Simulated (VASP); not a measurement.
LiCl:

```xyz
2
Lattice="0.0000 2.7330 2.7330 2.7330 0.0000 2.7330 2.7330 2.7330 0.0000" Properties=species:S:1:pos:R:3 pbc="T T T"
Li    0.0000    0.0000    0.0000
Cl    1.3665    1.3665    1.3665
```

Base run:

* Program: VASP 6.6.1
* Functional: HSE06
* Potentials or basis: VASP PAW PBE potentials, release 64 (Li_sv, Cl)
* Cutoff: 520 eV
* k mesh: 6 × 6 × 6
* Occupations: gaussian, width 0.01 eV
* Spin: no spin polarisation

Its results: band gap on the k mesh 7.39 eV, direct.

Task: The run is repeated on the same cell with these changes: functional from HSE06 to PBE0. What comes out?

Result: Band gap on the k mesh 8.12 eV, direct.

